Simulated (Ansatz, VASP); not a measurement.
# Al in VASP and in Ansatz

The input INCAR:

```
SYSTEM = Al
PREC     = Accurate       ! precision mode
ENCUT    = 520            ! plane-wave cutoff, eV
EDIFF    = 1E-8           ! SCF threshold, eV
ISMEAR   = -1             ! smearing method
SIGMA    = 0.05           ! smearing width, eV
LREAL    = .FALSE.        ! projectors in reciprocal space
LASPH    = .TRUE.         ! aspherical terms in the spheres
NELM     = 100            ! most SCF steps
ALGO     = Normal         ! electronic algorithm
ISIF     = 2              ! what is computed and relaxed
LWAVE    = .FALSE.        ! write WAVECAR
LCHARG   = .FALSE.        ! write CHGCAR
GGA      = PS             ! functional
LEFG     = .TRUE.       
NBANDS   = 8              ! bands
```

Contents of KPOINTS:

```
Automatic mesh
0
G
  17 17 17
  0 0 0
```

File POSCAR:

```
Al
1.0
    0.0000000000      2.0200343478      2.0200343478
    2.0200343478      0.0000000000      2.0200343478
    2.0200343478      2.0200343478      0.0000000000
Al
1
Direct
    0.0000000000      0.0000000000      0.0000000000
```

Input for Ansatz:

```yaml
crystal:
  lattice:
    - [0.0, 2.0200343478, 2.0200343478]
    - [2.0200343478, 0.0, 2.0200343478]
    - [2.0200343478, 2.0200343478, 0.0]
  atoms:
    - { symbol: Al, position: [0.0, 0.0, 0.0] }
kpoints:
  mp_grid: { grid: [17, 17, 17] }
  band_path:
    path:
      - [0.0, 0.0, 0.0]
      - [0.5, 0.0, 0.5]
      - [0.625, 0.25, 0.625]
      - [0.375, 0.375, 0.75]
      - [0.0, 0.0, 0.0]
      - [0.5, 0.5, 0.5]
      - [0.5, 0.25, 0.75]
      - [0.5, 0.0, 0.5]
    npoints: 5
scf:
  occupations: { method: fermi_dirac, width: 0.05 }
hamiltonian:
  xc: pbesol
  pseudopotentials: { kind: paw }
output:
  forces: true
  stress: true
  eigenvalues: true
  efg: { contact_densities: true }
```

Alike in both runs: task electric field gradients; functional PBEsol; k mesh 17 × 17 × 17; occupations fermi-dirac, width 0.05 eV; no spin polarisation.

```csv
,VASP,Ansatz
version,VASP 6.6.1,Ansatz 0.2.0
potentials or method,"VASP PAW PBE potentials, release 64 (Al)","PAW with Ansatz's default frozen-core files, scalar-relativistic"
plane-wave cutoff (eV),520,420
valence electrons in the cell,3,3
```

|  | VASP | Ansatz | Ansatz less VASP |
| --- | --- | --- | --- |
| pressure (GPa) | -1.5 | -1.5 | -0.05 |

VASP's potentials were made for PBE, not for PBEsol. With one functional, cell and mesh, what is left measures potentials, basis and numerics.
